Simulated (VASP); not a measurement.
Set up this calculation in VASP 6.6.1, as the native input.

```
Task                   : single point
Functional             : PBE
Potentials or basis    : VASP PAW PBE potentials, release 64 (Ni, O)
Cutoff                 : 520 eV
k mesh                 : 8 × 8 × 8
Occupations            : gaussian, width 0.05 eV
Spin                   : collinear spin, antiferromagnetic start
Starting moments       : [1.91, -1.91, 0.0, 0.0] μB
Hubbard terms          : Ni d U = 7.0 eV
Dipole correction      : no
Further INCAR settings : ALGO = Normal; EDIFF = 1e-06; NBANDS = 28
```

The structure of NiO lies in POSCAR:

```
NiO
1.0
    0.0000000000      2.0913095100      2.0913095100
    2.0913095100      0.0000000000      2.0913095100
    4.1826190200      4.1826190200      0.0000000000
Ni O
2 2
Direct
    0.0000000000      0.0000000000      0.0000000000
    0.0000000000      0.0000000000      0.5000000000
    0.5000000000      0.5000000000      0.2500000000
    0.5000000000      0.5000000000      0.7500000000
```

One way to write it, as run:

INCAR

```
ALGO = Normal
EDIFF = 1E-6
ENCUT = 520
GGA = PE
ISIF = 2
ISMEAR = 0
ISPIN = 2
LASPH = True
LCHARG = False
LDAU = True
LDAUJ = 0 0
LDAUL = 2 -1
LDAUPRINT = 1
LDAUTYPE = 2
LDAUU = 7 0
LMAXMIX = 4
LORBIT = 11
LREAL = False
LWAVE = False
MAGMOM = 1.91 -1.91 0 0
NBANDS = 28
NELM = 150
PREC = Accurate
SIGMA = 0.05
```

KPOINTS

```
k-points
0
Gamma
  8 8 8
```

Potentials or basis: VASP PAW PBE potentials, release 64 (Ni, O).

Run with:

```console
$ cat potpaw_PBE.64/Ni/POTCAR potpaw_PBE.64/O/POTCAR > POTCAR
$ mpirun -np 1 vasp_std > vasp.out
```

It gave:

```
Pressure                                              : -0.6 GPa
Band gap on the k mesh                                : 3.47 eV
Net moment                                            : 0.00 μB per cell
Site moments                                          : Ni +1.78, -1.78; O +0.00 μB
Valence electrons inside the program's atomic spheres : Ni 9.01; O 5.03
```

It took 93 s on 1 thread of Intel(R) Xeon(R) 6975P-C (Granite Rapids) (shared host), peak memory 0.24 GiB.
